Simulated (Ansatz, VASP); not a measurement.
SiO2 in VASP and in Ansatz

```xyz
9
Lattice="5.0597 0.0000 0.0000 -2.5298 4.3818 0.0000 0.0000 0.0000 5.6242" Properties=species:S:1:pos:R:3 pbc="T T T"
Si   -1.2649    2.1909    1.8747
Si    1.2649    2.1909    3.7495
Si    2.5298    0.0000    0.0000
O     0.9493    3.4693    4.6868
O     2.5298    2.5568    2.8121
O     3.4792    0.9125    0.9374
O     1.5805    0.9125    4.6868
O     0.0000    1.8250    2.8121
O    -0.9493    3.4693    0.9374
```

Change from the starting cell: strain +0.000 along x and y, +0.015 along z, atoms carried along.

Alike in both runs: task single point; functional r2SCAN; k mesh 6 × 6 × 4; occupations gaussian, width 0.05 eV; no spin polarisation.

|  | VASP | Ansatz |
| --- | --- | --- |
| version | VASP 6.6.1 | Ansatz 0.2.0 |
| potentials or method | VASP PAW PBE potentials, release 64 (Si, O), cutoff 520 eV | scalar-relativistic, plane waves, PAW |
| valence electrons in the cell | 48 | 48 |

|  | VASP | Ansatz | Ansatz less VASP |
| --- | --- | --- | --- |
| gap on the k mesh at the Fermi level (eV) | 6.20 | 6.20 | +0.002 |
| least direct gap on the mesh (eV) | 6.36 | 6.36 | 0.000 |
| pressure (GPa) | -2.6 | -2.8 | -0.17 |
| traceless stress, the component that is largest in VASP (GPa) | -0.77 | -0.80 | -0.039 |
| rms of the force components (eV/Å) | 0.053 | 0.048 | -0.0050 |

VASP's potentials were made for PBE, not for r2SCAN. Atom by atom the forces differ by 0.005 eV/Å (rms over components).
